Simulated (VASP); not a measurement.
# InSe2 (P4/nmm) in VASP: notebook, part 2 of 2

VASP 6.6.1. Earlier steps stand in the parts before.

## 5. Single point, PBE

The input, INCAR:

```
SYSTEM = InSe2
PREC = Accurate
ENCUT = 520
EDIFF = 1E-7
ISMEAR = -1
SIGMA = 0.3
LREAL = .FALSE.
LASPH = .TRUE.
NELM = 100
ALGO = Normal
ISIF = 2
LWAVE = .FALSE.
LCHARG = .FALSE.
GGA = PE
NBANDS = 34
```

The input, KPOINTS:

```
Automatic mesh
0
G
  10 10 4
  0 0 0
```

The input, POSCAR:

```
InSe2
1.0
    3.8948930000      0.0000000000      0.0000000000
    0.0000000000      3.8948930000      0.0000000000
    0.0000000000      0.0000000000      9.6262310000
In Se
2 4
Direct
    0.0000000000      0.5000000000      0.7064680000
    0.5000000000      0.0000000000      0.2935320000
    0.0000000000      0.5000000000      0.3662120000
    0.5000000000      0.0000000000      0.6337880000
    0.0000000000      0.0000000000      0.0000000000
    0.5000000000      0.5000000000      0.0000000000
```

Potentials or basis: VASP PAW PBE potentials, release 64 (In_d, Se).

Command:

```console
$ cat potpaw_PBE.64/In_d/POTCAR potpaw_PBE.64/Se/POTCAR > POTCAR
$ mpirun -np 1 vasp_std > vasp.out
```

OUTCAR:

```text
SYSTEM = InSe2
   PREC = Accurate
   ENCUT = 520
   EDIFF = 1E-7
   ISMEAR = -1
   LREAL = .FALSE.
   LASPH = .TRUE.
   NELM = 100
   ISIF = 2
   GGA = PE

 ion  position               nearest neighbor table
   1  0.000  0.500  0.706-   4 2.84   4 2.84   4 2.84   4 2.84   3 3.28
   2  0.500  0.000  0.294-   3 2.84   3 2.84   3 2.84   3 2.84   4 3.28
   3  0.000  0.500  0.366-   2 2.84   2 2.84   2 2.84   2 2.84   1 3.28
   4  0.500  0.000  0.634-   1 2.84   1 2.84   1 2.84   1 2.84   2 3.28
   5  0.000  0.000  0.000-   6 2.75   6 2.75   6 2.75   6 2.75
   6  0.500  0.500  0.000-   5 2.75   5 2.75   5 2.75   5 2.75

  LATTYP: Found a simple tetragonal cell.
 ALAT       =     3.8948930000
 C/A-ratio  =     2.4715007575

  Lattice vectors:

 A1 = (   3.8948930000,   0.0000000000,   0.0000000000)
 A2 = (   0.0000000000,   3.8948930000,   0.0000000000)
 A3 = (   0.0000000000,   0.0000000000,   9.6262310000)

Analysis of symmetry for initial positions (statically):
=====================================================================
 Subroutine PRICEL returns:
 Original cell was already a primitive cell.

 Routine SETGRP: Setting up the symmetry group for a
 simple tetragonal supercell.

 Subroutine GETGRP returns: Found 16 space group operations
 (whereof  8 operations were pure point group operations)
 out of a pool of 16 trial point group operations.

The static configuration has the point symmetry D_2d.
 The point group associated with its full space group is D_4h.

Analysis of symmetry for dynamics (positions and initial velocities):
=====================================================================
 Subroutine PRICEL returns:
 Original cell was already a primitive cell.

 Routine SETGRP: Setting up the symmetry group for a
 simple tetragonal supercell.

 Subroutine GETGRP returns: Found 16 space group operations
 (whereof  8 operations were pure point group operations)
 out of a pool of 16 trial point group operations.

The dynamic configuration has the point symmetry D_2d.
 The point group associated with its full space group is D_4h.

 Subroutine INISYM returns: Found 16 space group operations
 (whereof  8 operations are pure point group operations),
 and found     1 'primitive' translations

----------------------------------------------------------------------------------------

                                     Primitive cell

  volume of cell :     146.0318

  direct lattice vectors                    reciprocal lattice vectors
     3.894893000  0.000000000  0.000000000     0.256746463  0.000000000  0.000000000
     0.000000000  3.894893000  0.000000000     0.000000000  0.256746463  0.000000000
     0.000000000  0.000000000  9.626231000     0.000000000  0.000000000  0.103882818

  length of vectors
     3.894893000  3.894893000  9.626231000     0.256746463  0.256746463  0.103882818

  position of ions in fractional coordinates (direct lattice)
     0.000000000  0.500000000  0.706468000
     0.500000000  0.000000000  0.293532000
     0.000000000  0.500000000  0.366212000
     0.500000000  0.000000000  0.633788000
     0.000000000  0.000000000  0.000000000
     0.500000000  0.500000000  0.000000000

[... 26 lines left out ...]

  Shift w.r.t. Gamma in fractional coordinates (k-lattice)
     0.000000000  0.000000000  0.000000000

 Subroutine IBZKPT returns following result:
 ===========================================

 Found     63 irreducible k-points:

 Following reciprocal coordinates:
            Coordinates               Weight
  0.000000  0.000000  0.000000      1.000000
  0.100000  0.000000  0.000000      4.000000
  0.200000  0.000000  0.000000      4.000000
  0.300000  0.000000  0.000000      4.000000
  0.400000  0.000000  0.000000      4.000000
  0.500000  0.000000  0.000000      2.000000
[... 16 lines left out ...]
  0.100000  0.000000  0.250000      8.000000
  0.200000  0.000000  0.250000      8.000000
 [... further k-points ...]
   k-points           NKPTS =     63   k-points in BZ     NKDIM =     63   number of bands    NBANDS=     34
   number of dos      NEDOS =    301   number of ions     NIONS =      6
   total plane-waves  NPLWV =  64800
   dimension x,y,z NGX =    30 NGY =   30 NGZ =   72
   dimension x,y,z NGXF=    60 NGYF=   60 NGZF=  144
   ions per type =               2   4
   NGX,Y,Z   is equivalent  to a cutoff of  12.80, 12.80, 12.43 a.u.
   NGXF,Y,Z  is equivalent  to a cutoff of  25.61, 25.61, 24.87 a.u.
 SYSTEM =  InSe2
   PREC   = accura    normal or accurate (medium, high low for compatibility)
   ISTART =      0    job   : 0-new  1-cont  2-samecut
   ICHARG =      2    charge: 1-file 2-atom 10-const
   ISPIN  =      1    spin polarized calculation?
   LNONCOLLINEAR =      F non collinear calculations
   LSORBIT =      F    spin-orbit coupling
   LASPH  =      T    aspherical Exc in radial PAW
   ENCUT  =  520.0 eV  38.22 Ry    6.18 a.u.   7.24  7.24 17.90*2*pi/ulx,y,z
   NELM   =    100;   NELMIN=  2; NELMDL= -5     # of ELM steps
   EDIFF  = 0.1E-06   stopping-criterion for ELM
   LREAL  =      F    real-space projection
   EDIFFG = 0.1E-05   stopping-criterion for IOM
   NSW    =      0    number of steps for IOM
   IBRION =     -1    ionic relax: 0-MD 1-quasi-New 2-CG
   NFREE  =      0    steps in history (QN), initial steepest desc. (CG)
   ISIF   =      2    stress and relaxation
   ISYM   =      2    0-nonsym 1-usesym 2-fastsym
   POTIM  = 0.5000    time-step for ionic-motion
   TEBEG  =    0.0;   TEEND  =   0.0 temperature during run
   PSTRESS=    0.0 pullay stress
   NELECT =      50.0000    total number of electrons
   NUPDOWN=      -1.0000    fix difference up-down
   EMIN   =  10.00;   EMAX   =-10.00  energy-range for DOS
   EFERMI =   0.00;   METHOD = LEGACY
   ISMEAR =    -1;   SIGMA  =   0.30  broadening in eV -4-tet -1-fermi 0-gaus
   EFERMI_NEDOS =   21; number of points for ismear=-14 and -15
   IALGO  =     38    algorithm
   IMIX   =      4    mixing-type and parameters
     AMIX     =   0.40;   BMIX     =  1.00
     AMIX_MAG =   1.60;   BMIX_MAG =  1.00
  volume/ion in A,a.u.               =      24.34       164.25
  Fermi-wavevector in a.u.,A,eV,Ry     =   1.145291  2.164286 17.846635  1.311691
  Thomas-Fermi vector in A             =   2.281980
   LORBIT       =      0    0 simple, 1 ext, 2 COOP (PROOUT), +10 PAW based schemes
   GGA     = PE    functional components
   LHFCALC =     F    Hartree Fock is set to
   AEXX    =    0.0000 exact exchange contribution
   IVDW    =     0    specifies the selected vdW correction
   LEPSILON=     F    determine dielectric tensor
   LRPA    =     F    only Hartree local field effects (RPA)
 non-spin polarized calculation
  energy-cutoff  :      520.00
  volume of cell :      146.03
 maximum number of plane-waves:      3972
 NGX is ok and might be reduce to    30
   NGX = 15   NGY = 15   NGZ = 35

 number of electron      49.9999991 magnetization

 Free energy of the ion-electron system (eV)
  ---------------------------------------------------
  ext. energy  EPLUGINS =         0.00000000
  ---------------------------------------------------
  free energy    TOTEN  =       -20.60702700 eV

  energy without entropy =      -19.88673664  energy(sigma->0) =      -20.24688182

 E-fermi :   5.0491     XC(G=0):  -9.8754

 val. band max:        5.0446999767   @ k =   0.4000   0.2000   0.0000
 cond. band min:       5.0883989633   @ k =   0.1000   0.0000   0.5000
 fundamental gap:      0.0436989866
 Fermi energy:         5.0490907150

 k-point     1 :       0.0000    0.0000    0.0000
  band No.  band energies     occupation
      1     -10.0797      2.00000
      2      -9.5786      2.00000
      3      -9.5164      2.00000
      4      -9.3791      2.00000
      5      -9.3760      2.00000
      6      -9.3454      2.00000
[... 877 lines left out ...]
     33      10.6628      0.00000
     34      11.4189      0.00000

 [... further k-points ...]
[... 5 lines left out ...]
  --------------------------------------------------------------------------------------
  -------------------------------------------------------------------------------------
  Total        0.4605603      0.4605603      0.5241943      0.0000000      0.0000000      0.0000000
  in kB        5.0530047      5.0530047      5.7511606      0.0000000      0.0000000      0.0000000
  external PRESSURE =       5.2857233 kB  Pullay stress =       0.0000000 kB

 VOLUME and BASIS-vectors are now :
 -----------------------------------------------------------------------------
  energy-cutoff  :      520.00
  volume of cell :      146.03
      direct lattice vectors                 reciprocal lattice vectors
     3.894893000  0.000000000  0.000000000     0.256746463  0.000000000  0.000000000
     0.000000000  3.894893000  0.000000000     0.000000000  0.256746463  0.000000000
     0.000000000  0.000000000  9.626231000     0.000000000  0.000000000  0.103882818

 POSITION                                       TOTAL-FORCE (eV/Angst)
 -----------------------------------------------------------------------------------
      0.00000      1.94745      6.80062         0.000000      0.000000     -0.061641
      1.94745      0.00000      2.82561        -0.000000      0.000000      0.061641
      0.00000      1.94745      3.52524         0.000000      0.000000     -0.012875
      1.94745      0.00000      6.10099         0.000000     -0.000000      0.012875
      0.00000      0.00000      0.00000         0.000000     -0.000000      0.000000
      1.94745      1.94745      0.00000        -0.000000      0.000000      0.000000
 -----------------------------------------------------------------------------------
    total drift:                                0.000000      0.000000      0.000000

  FREE ENERGIE OF THE ION-ELECTRON SYSTEM (eV)
  ---------------------------------------------------
  free  energy   TOTEN  =       -20.6070270047 eV

  energy  without entropy=      -19.8867366358  energy(sigma->0) =      -20.24688182
```

stdout:

```text
POSCAR found type information on POSCAR InSe
 POSCAR found :  2 types and       6 ions
 scaLAPACK will be used
 LDA part: xc-table for (Slater+PW92), standard interpolation
 POSCAR, INCAR and KPOINTS ok, starting setup
 FFT: planning ... GRIDC
 FFT: planning ... GRID_SOFT
 FFT: planning ... GRID
 WAVECAR not read
 entering main loop
```

Run time: 2.3 min. Hardware: 1 thread of Intel Xeon 6975P-C (Granite Rapids), shared host; peak memory 0.4 GiB.

Results:

- Free energy: -20.6070 eV
- Pressure: 0.5 GPa
- Largest force: 0.062 eV/Å
- Band gap on the k mesh: zero (band 25 reaches 5.78 eV, above the bottom of band 26 at 3.65 eV)

Forces on the atoms (eV/Å):
```
In   0.000  0.000 -0.062
In   0.000  0.000  0.062
Se   0.000  0.000 -0.013
Se   0.000  0.000  0.013
Se   0.000  0.000  0.000
Se   0.000  0.000  0.000
```

Caveat: spin-orbit coupling is left out, which moves the levels of the heavy elements.

## 6. Single point, PBE

The input, INCAR:

```
SYSTEM = InSe2
PREC = Accurate
ENCUT = 520
EDIFF = 1E-6
ISMEAR = -1
SIGMA = 0.5
LREAL = .FALSE.
LASPH = .TRUE.
NELM = 60
ALGO = Normal
ISIF = 2
LWAVE = .FALSE.
LCHARG = .FALSE.
GGA = PE
NBANDS = 34
```

KPOINTS is that of step 5.

POSCAR is that of step 5.

Potentials or basis: VASP PAW PBE potentials, release 64 (In_d, Se).

Command:

```console
$ cat potpaw_PBE.64/In_d/POTCAR potpaw_PBE.64/Se/POTCAR > POTCAR
$ mpirun -np 1 vasp_std > vasp.out
```

OUTCAR:

```text
SYSTEM = InSe2
   PREC = Accurate
   ENCUT = 520
   EDIFF = 1E-6
   ISMEAR = -1
   LREAL = .FALSE.
   LASPH = .TRUE.
   NELM = 60
   ISIF = 2
   GGA = PE

 ion  position               nearest neighbor table
   1  0.000  0.500  0.706-   4 2.84   4 2.84   4 2.84   4 2.84   3 3.28
   2  0.500  0.000  0.294-   3 2.84   3 2.84   3 2.84   3 2.84   4 3.28
   3  0.000  0.500  0.366-   2 2.84   2 2.84   2 2.84   2 2.84   1 3.28
[... 1100 lines left out ...]
  -------------------------------------------------------------------------------------
  Total        2.1679220      2.1679220      0.6910050      0.0000000      0.0000000      0.0000000
  in kB       23.7852043     23.7852043      7.5813129      0.0000000      0.0000000      0.0000000
  external PRESSURE =      18.3839072 kB  Pullay stress =       0.0000000 kB

 VOLUME and BASIS-vectors are now :
 -----------------------------------------------------------------------------
  energy-cutoff  :      520.00
  volume of cell :      146.03
      direct lattice vectors                 reciprocal lattice vectors
     3.894893000  0.000000000  0.000000000     0.256746463  0.000000000  0.000000000
     0.000000000  3.894893000  0.000000000     0.000000000  0.256746463  0.000000000
     0.000000000  0.000000000  9.626231000     0.000000000  0.000000000  0.103882818

 POSITION                                       TOTAL-FORCE (eV/Angst)
 -----------------------------------------------------------------------------------
      0.00000      1.94745      6.80062        -0.000000      0.000000      0.000657
      1.94745      0.00000      2.82561         0.000000      0.000000     -0.000657
      0.00000      1.94745      3.52524        -0.000000     -0.000000      0.048864
      1.94745      0.00000      6.10099        -0.000000     -0.000000     -0.048864
      0.00000      0.00000      0.00000        -0.000000     -0.000000      0.000000
      1.94745      1.94745      0.00000        -0.000000      0.000000      0.000000
 -----------------------------------------------------------------------------------
    total drift:                                0.000000      0.000000      0.000000

  FREE ENERGIE OF THE ION-ELECTRON SYSTEM (eV)
  ---------------------------------------------------
  free  energy   TOTEN  =       -21.2941137597 eV

  energy  without entropy=      -19.0668578132  energy(sigma->0) =      -20.18048579
```

stdout:

```text
POSCAR found type information on POSCAR InSe
 POSCAR found :  2 types and       6 ions
 scaLAPACK will be used
 LDA part: xc-table for (Slater+PW92), standard interpolation
 POSCAR, INCAR and KPOINTS ok, starting setup
 FFT: planning ... GRIDC
 FFT: planning ... GRID_SOFT
 FFT: planning ... GRID
 WAVECAR not read
 entering main loop
```

It took 2.2 min on 1 thread of Intel Xeon 6975P-C (Granite Rapids), shared host; peak memory 0.4 GiB.

What came out:

| Quantity | Value |
| --- | --- |
| Free energy | -21.2941 eV |
| Pressure | 1.8 GPa |
| Largest force | 0.049 eV/Å |
| Band gap on the k mesh | zero (band 25 reaches 5.78 eV, above the bottom of band 26 at 3.63 eV) |

Forces on the atoms (eV/Å):
```
In   0.000  0.000  0.001
In   0.000  0.000 -0.001
Se   0.000  0.000  0.049
Se   0.000  0.000 -0.049
Se   0.000  0.000  0.000
Se   0.000  0.000  0.000
```

Stress tensor (GPa, compression positive):
```
2.38 0.00 0.00
0.00 2.38 0.00
0.00 0.00 0.76
```

Levels at points of the mesh, in eV from the Fermi level:
| k point | band 23 | band 24 | band 25 | band 26 | band 27 | band 28 |
| --- | --- | --- | --- | --- | --- | --- |
| (0.00, 0.00, 0.00) | -1.77 | -1.77 | 0.09 | 0.51 | 2.76 | 2.76 |
| (0.50, 0.00, 0.00) | -1.36 | -1.36 | -1.03 | -1.03 | 1.67 | 1.67 |
| (0.50, 0.50, 0.00) | -1.61 | -1.61 | -1.12 | -1.12 | 2.68 | 2.68 |
| (0.00, 0.00, 0.50) | -1.70 | -1.21 | 0.09 | 0.56 | 2.02 | 2.76 |
| (0.50, 0.00, 0.50) | -1.06 | -1.06 | -1.04 | -1.04 | 1.13 | 1.13 |
| (0.50, 0.50, 0.50) | -1.85 | -1.85 | -1.50 | -1.50 | 3.49 | 3.49 |

Caveat: spin-orbit coupling is left out, which moves the levels of the heavy elements.

## 7. Overview

| smearing | gap on the mesh (eV) | pressure (GPa) | largest force (eV/Å) |
| --- | --- | --- | --- |
| gaussian 0.5 eV | none | 0.1 | 0.08 |
| fermi-dirac 0.05 eV | none | -0.1 | 0.06 |
| fermi-dirac 0.2 eV | none | 0.1 | 0.07 |
| fermi-dirac 0.3 eV | none | 0.5 | 0.06 |
| fermi-dirac 0.5 eV | none | 1.8 | 0.05 |

Alike in all rows: task single point; level PBE; potentials or basis VASP PAW PBE potentials, release 64 (In_d, Se); no spin polarisation; cell as given; k mesh 10 × 10 × 4; cutoff (eV) 520.

Every run on the cell as given and a fine mesh finds a metal.

Caveats: spin-orbit coupling is left out, which moves the levels of the heavy elements.

Total energies depend on the potentials used, so only differences within one code and one set of settings carry meaning.
